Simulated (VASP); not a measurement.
# Bi (I4/mmm) in VASP: single point with PBE+D3(BJ)

Aim: the single point of Bi with PBE+D3(BJ).

All numbers are computed with VASP 6.6.1; they aren't measurements. Logs are shortened: lines on timing, memory, paths and dates and some standing lists are left out, and cuts for length are marked.

## Step 1: The cell of the first run

Symmetry: I4/mmm, No. 139, tetragonal system. The conventional cell has a = 3.460 Å, b = 3.460 Å, c = 5.027 Å, α = 90.00°, β = 90.00°, γ = 90.00°. Within 4.5 Å of Bi (site symmetry 4/mmm) lie 12 Bi at 3.46 to 3.51 Å.

## Step 2: Single point, PBE+D3(BJ) (volume 30.094 Å^3 an atom, c/a of the conventional cell 1.4530)

Contents of INCAR:

```
SYSTEM = Bi
PREC     = Accurate       ! precision mode
ENCUT    = 520            ! plane-wave cutoff, eV
EDIFF    = 1E-7           ! SCF threshold, eV
ISMEAR   = 0              ! smearing method
SIGMA    = 0.15           ! smearing width, eV
LREAL    = .FALSE.        ! projectors in reciprocal space
LASPH    = .TRUE.         ! aspherical terms in the spheres
NELM     = 100            ! most SCF steps
ALGO     = Fast           ! electronic algorithm
ISIF     = 2              ! what is computed and relaxed
LWAVE    = .FALSE.        ! write WAVECAR
LCHARG   = .TRUE.         ! write CHGCAR
GGA      = PE             ! functional
IVDW     = 12             ! dispersion correction
LELF     = .TRUE.         ! ELF
LVHAR    = .TRUE.       
NBANDS   = 14             ! bands
```

Contents of KPOINTS:

```
regular mesh
0
G
  18 18 18
  0 0 0
```

Contents of POSCAR:

```
Bi
1.0
   -1.7300149530      1.7300149530      2.5137117268
    1.7300149530     -1.7300149530      2.5137117268
    1.7300149530      1.7300149530     -2.5137117268
Bi
1
Direct
    0.0000000000      0.0000000000      0.0000000000
```

Potentials or basis: VASP PAW PBE potentials, release 64 (Bi_d).

Run with:

```sh
$ cat potpaw_PBE.64/Bi_d/POTCAR > POTCAR
$ mpirun -np 1 vasp_std > vasp.out
```

OUTCAR:

```text
SYSTEM = Bi
   PREC = Accurate
   ENCUT = 520
   EDIFF = 1E-7
   ISMEAR = 0
   LREAL = .FALSE.
   LASPH = .TRUE.
   NELM = 100
   ISIF = 2
   GGA = PE
   IVDW = 12
 IVDW          = 12

 ion  position               nearest neighbor table
   1  0.000  0.000  0.000-

  LATTYP: Found a body centered tetragonal cell.
 ALAT       =     3.4600299060
 C/A-ratio  =     1.4530000001

  Lattice vectors:

 A1 = (  -1.7300149530,   1.7300149530,   2.5137117268)
 A2 = (   1.7300149530,  -1.7300149530,   2.5137117268)
 A3 = (   1.7300149530,   1.7300149530,  -2.5137117268)

Analysis of symmetry for initial positions (statically):
=====================================================================
 Subroutine PRICEL returns:
 Original cell was already a primitive cell.

 Routine SETGRP: Setting up the symmetry group for a
 body centered tetragonal supercell.

 Subroutine GETGRP returns: Found 16 space group operations
 (whereof 16 operations were pure point group operations)
 out of a pool of 16 trial point group operations.

The static configuration has the point symmetry D_4h.

Analysis of symmetry for dynamics (positions and initial velocities):
=====================================================================
 Subroutine PRICEL returns:
 Original cell was already a primitive cell.

 Routine SETGRP: Setting up the symmetry group for a
 body centered tetragonal supercell.

 Subroutine GETGRP returns: Found 16 space group operations
 (whereof 16 operations were pure point group operations)
 out of a pool of 16 trial point group operations.

The dynamic configuration has the point symmetry D_4h.

 Subroutine INISYM returns: Found 16 space group operations
 (whereof 16 operations are pure point group operations),
 and found     1 'primitive' translations

----------------------------------------------------------------------------------------

                                     Primitive cell

  volume of cell :      30.0937

  direct lattice vectors                    reciprocal lattice vectors
    -1.730014953  1.730014953  2.513711727     0.000000000  0.289014843  0.198909045
     1.730014953 -1.730014953  2.513711727     0.289014843  0.000000000  0.198909045
     1.730014953  1.730014953 -2.513711727     0.289014843  0.289014843  0.000000000

  length of vectors
     3.507798472  3.507798472  3.507798472     0.350848098  0.350848098  0.408728711

  position of ions in fractional coordinates (direct lattice)
     0.000000000  0.000000000  0.000000000

[... 85 lines left out ...]
   PSTRESS=    0.0 pullay stress
   NELECT =      15.0000    total number of electrons
   NUPDOWN=      -1.0000    fix difference up-down
   EMIN   =  10.00;   EMAX   =-10.00  energy-range for DOS
   EFERMI =   0.00;   METHOD = LEGACY
   ISMEAR =     0;   SIGMA  =   0.15  broadening in eV -4-tet -1-fermi 0-gaus
   EFERMI_NEDOS =   21; number of points for ismear=-14 and -15
   IALGO  =     68    algorithm
   IMIX   =      4    mixing-type and parameters
     AMIX     =   0.40;   BMIX     =  1.00
     AMIX_MAG =   1.60;   BMIX_MAG =  1.00
  volume/ion in A,a.u.               =      30.09       203.08
  Fermi-wavevector in a.u.,A,eV,Ry     =   1.298016  2.452895 22.923731  1.684847
  Thomas-Fermi vector in A             =   2.429372
   LORBIT       =      0    0 simple, 1 ext, 2 COOP (PROOUT), +10 PAW based schemes
   GGA     = PE    functional components
   LHFCALC =     F    Hartree Fock is set to
   AEXX    =    0.0000 exact exchange contribution
   IVDW    =    12    specifies the selected vdW correction
   LEPSILON=     F    determine dielectric tensor
   LRPA    =     F    only Hartree local field effects (RPA)
 non-spin polarized calculation
 RMM-DIIS sequential band-by-band and
 Gauss-broadening in eV      SIGMA  =   0.15
  energy-cutoff  :      520.00
  volume of cell :       30.09
 maximum number of plane-waves:       831
 NGX is ok and might be reduce to    28
   NGX = 13   NGY = 13   NGZ = 13

 number of electron      15.0000004 magnetization

 Free energy of the ion-electron system (eV)
  ---------------------------------------------------
  ext. energy  EPLUGINS =         0.00000000
  ---------------------------------------------------
  free energy    TOTEN  =        -3.69095376 eV

  energy without entropy =       -3.68254413  energy(sigma->0) =       -3.68674895

 E-fermi :   8.4609     XC(G=0): -10.4576

 val. band max:        8.4472918758   @ k =  -0.2222   0.5000   0.1111
 cond. band min:       8.4621681813   @ k =  -0.2222   0.5000   0.0556
 fundamental gap:      0.0148763055
 Fermi energy:         8.4609292375

 k-point     1 :       0.0000    0.0000    0.0000
  band No.  band energies     occupation
      1     -14.7130      2.00000
      2     -14.6961      2.00000
      3     -14.6961      2.00000
      4     -14.6345      2.00000
      5     -14.6108      2.00000
      6      -5.4181      2.00000
      7      13.5974      0.00000
      8      13.5974      0.00000
      9      13.6072      0.00000
     10      17.4759      0.00000
     11      17.6707      0.00000
     12      19.3447      0.00000
     13      19.4502      0.00000
     14      19.4502      0.00000
[... 377 lines left out ...]
      1     -14.7000      2.00000
      2     -14.6839      2.00000
      3     -14.6712      2.00000
      4     -14.6198      2.00000
      5     -14.6034      2.00000
      6      -4.6287      2.00000
      7       8.6461      0.08077
      8      12.2961      0.00000
      9      12.8793      0.00000
     10      16.5040      0.00000
     11      18.8276      0.00000
     12      19.5993      0.00000
     13      19.9938      0.00000
     14      20.8014      0.00000

 [... further k-points ...]

------------------------ aborting loop because EDIFF is reached ----------------------------------------

 Edisp (eV)   -0.52372

 E8    (eV) :    -0.2573

  FORCE on cell =-STRESS in cart. coord.  units (eV):
  Direction    XX          YY          ZZ          XY          YZ          ZX
  --------------------------------------------------------------------------------------
  -------------------------------------------------------------------------------------
  Total       0.03118     0.03118     0.07883     0.00000     0.00000     0.00000
  in kB       1.65996     1.65996     4.19701     0.00000     0.00000     0.00000
  external pressure =        2.51 kB  Pullay stress =        0.00 kB

 VOLUME and BASIS-vectors are now :
 -----------------------------------------------------------------------------
  energy-cutoff  :      520.00
  volume of cell :       30.09
      direct lattice vectors                 reciprocal lattice vectors
    -1.730014953  1.730014953  2.513711727     0.000000000  0.289014843  0.198909045
     1.730014953 -1.730014953  2.513711727     0.289014843  0.000000000  0.198909045
     1.730014953  1.730014953 -2.513711727     0.289014843  0.289014843  0.000000000

 POSITION                                       TOTAL-FORCE (eV/Angst)
 -----------------------------------------------------------------------------------
      0.00000      0.00000      0.00000        -0.000000      0.000000      0.000000
 -----------------------------------------------------------------------------------
    total drift:                               -0.000000     -0.000000     -0.000000

  FREE ENERGIE OF THE ION-ELECTRON SYSTEM (eV)
  ---------------------------------------------------
  free  energy   TOTEN  =        -4.2146722190 eV

  energy  without entropy=       -4.2062625824  energy(sigma->0) =       -4.21046740
```

OSZICAR:

```text
N       E                     dE             d eps       ncg     rms          rms(c)
DAV:   1     0.114826436839E+03    0.11483E+03   -0.76633E+03 13608   0.124E+03
DAV:   2     0.291500477004E+01   -0.11191E+03   -0.10829E+03 14454   0.343E+02
DAV:   3    -0.354109209847E+01   -0.64561E+01   -0.64315E+01 16920   0.792E+01
DAV:   4    -0.368933133562E+01   -0.14824E+00   -0.14820E+00 17302   0.128E+01
DAV:   5    -0.369553826550E+01   -0.62069E-02   -0.62067E-02 18960   0.239E+00    0.437E-01
RMM:   6    -0.369155612716E+01    0.39821E-02   -0.59265E-03 16397   0.898E-01    0.265E-01
RMM:   7    -0.369082141750E+01    0.73471E-03   -0.53973E-03 16619   0.749E-01    0.783E-02
RMM:   8    -0.369091933613E+01   -0.97919E-04   -0.10959E-03 18761   0.443E-01    0.129E-02
RMM:   9    -0.369094911990E+01   -0.29784E-04   -0.30289E-04 20634   0.168E-01    0.913E-03
RMM:  10    -0.369095132686E+01   -0.22070E-05   -0.57395E-05 18997   0.106E-01    0.180E-03
RMM:  11    -0.369095346255E+01   -0.21357E-05   -0.27145E-05 23564   0.473E-02    0.158E-03
RMM:  12    -0.369095370076E+01   -0.23821E-06   -0.30401E-06 20061   0.155E-02    0.133E-03
RMM:  13    -0.369095376351E+01   -0.62752E-07   -0.39767E-07 12622   0.562E-03
   1 F= -.42146722E+01 E0= -.42104674E+01  d E =-.840964E-02
```

Wall time 1.9 min (1 thread of Intel Xeon 6975P-C (Granite Rapids), shared host); peak memory 0.3 GiB.

What came out:

```yaml
Free_energy: -4.2147 eV
Pressure: 0.3 GPa
Dispersion_energy_per_atom: -0.524 eV
```

Stress tensor (GPa, compression positive):
```
0.17 0.00 0.00
0.00 0.17 0.00
0.00 0.00 0.42
```

Levels at points of the mesh, in eV from the Fermi level:
| k point | band 5 | band 6 | band 7 | band 8 | band 9 | band 10 |
| --- | --- | --- | --- | --- | --- | --- |
| (0.00, 0.00, 0.00) | -23.07 | -13.88 | 5.14 | 5.14 | 5.15 | 9.01 |
| (0.50, 0.00, 0.00) | -23.00 | -10.84 | -5.53 | 3.26 | 3.69 | 7.50 |
| (0.50, 0.50, 0.00) | -22.97 | -9.58 | -4.62 | 0.12 | 0.32 | 3.95 |
| (0.50, 0.50, 0.50) | -22.98 | -9.84 | -4.82 | 0.54 | 0.54 | 4.23 |

Caveat: spin-orbit coupling is left out, which moves the levels of the heavy elements; pairwise dispersion overbinds metals, which lowers pressure and volume.
